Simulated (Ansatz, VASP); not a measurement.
**Ti: VASP beside Ansatz**

```
CELL_PARAMETERS angstrom
0.00000 2.11120 2.03000
2.11120 0.00000 2.03000
2.11120 2.11120 0.00000
ATOMIC_POSITIONS crystal
Ti 0.00000 0.00000 0.00000
```

Change from the starting cell: strain +0.040 along x and y, +0.000 along z, atoms carried along.

Alike in both runs: task single point; functional PBEsol; k mesh 20 × 20 × 20; occupations gaussian, width 0.15 eV; no spin polarisation.

```csv
,VASP,Ansatz
version,VASP 6.6.1,Ansatz 0.2.0
potentials or method,"VASP PAW PBE potentials, release 64 (Ti_sv), cutoff 520 eV","scalar-relativistic, plane waves, PAW"
valence electrons in the cell,12,12
```

|  | VASP | Ansatz | Ansatz less VASP |
| --- | --- | --- | --- |
| gap on the k mesh at the Fermi level (eV) | none | none | - |
| pressure (GPa) | -8.2 | -8.1 | +0.16 |
| traceless stress, the component that is largest in VASP (GPa) | 0.86 | 0.86 | -0.005 |

VASP's potentials were made for PBE, not for PBEsol. A gap of «none» marks a metal or a gap that the smearing closes.
